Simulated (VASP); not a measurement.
Write the native input for VASP 6.6.1 that does the following.

```
Task                   : single point
Functional             : PBE
Potentials or basis    : VASP PAW PBE potentials, release 64 (W_sv)
Cutoff                 : 520 eV
k mesh                 : 20 × 20 × 20
Occupations            : gaussian, width 0.15 eV
Spin                   : no spin polarisation
Dipole correction      : no
Further INCAR settings : ALGO = Fast; EDIFF = 1e-07; NBANDS = 13
```

The structure of W lies in POSCAR:

```
W
1.0
   -1.7170975000      1.4775025000      1.5973000000
    1.7170975000     -1.4775025000      1.5973000000
    1.7170975000      1.4775025000     -1.5973000000
W
1
Direct
    0.0000000000      0.0000000000      0.0000000000
```

This cell differs from its parent crystal: strain +0.0750 x Voigt [1, -1, 0, 0, 0, 0].

The input as run:

INCAR

```
SYSTEM = W
PREC     = Accurate       ! precision mode
ENCUT    = 520            ! plane-wave cutoff, eV
EDIFF    = 1E-7           ! SCF threshold, eV
ISMEAR   = 0              ! smearing method
SIGMA    = 0.15           ! smearing width, eV
LREAL    = .False.        ! projectors in reciprocal space
LASPH    = .True.         ! aspherical terms in the spheres
NELM     = 100            ! most SCF steps
ALGO     = Fast           ! electronic algorithm
ISIF     = 2              ! what is computed and relaxed
LWAVE    = .False.        ! write WAVECAR
LCHARG   = .True.         ! write CHGCAR
GGA      = PE             ! functional
LELF     = .True.         ! ELF
LVHAR    = .True.       
NBANDS   = 13             ! bands
```

KPOINTS

```
Automatic mesh
0
Gamma
  20 20 20
  0 0 0
```

Potentials or basis: VASP PAW PBE potentials, release 64 (W_sv).

Launch:

```bash
$ cat potpaw_PBE.64/W_sv/POTCAR > POTCAR
$ mpirun -np 1 vasp_std > vasp.out
```

It gave:

```yaml
Pressure: 1.6 GPa
Band_gap_on_the_k_mesh: zero (bands 7 and 8 overlap by 5.93 eV)
```

Caveat: the cell differs from its parent crystal (strain +0.0750 x Voigt [1, -1, 0, 0, 0, 0]); spin-orbit coupling is left out, which moves the levels of the heavy elements.

Wall time 4 min on 1 thread of Intel Xeon 8259CL, with other jobs on the host, peak memory 0.34 GiB.
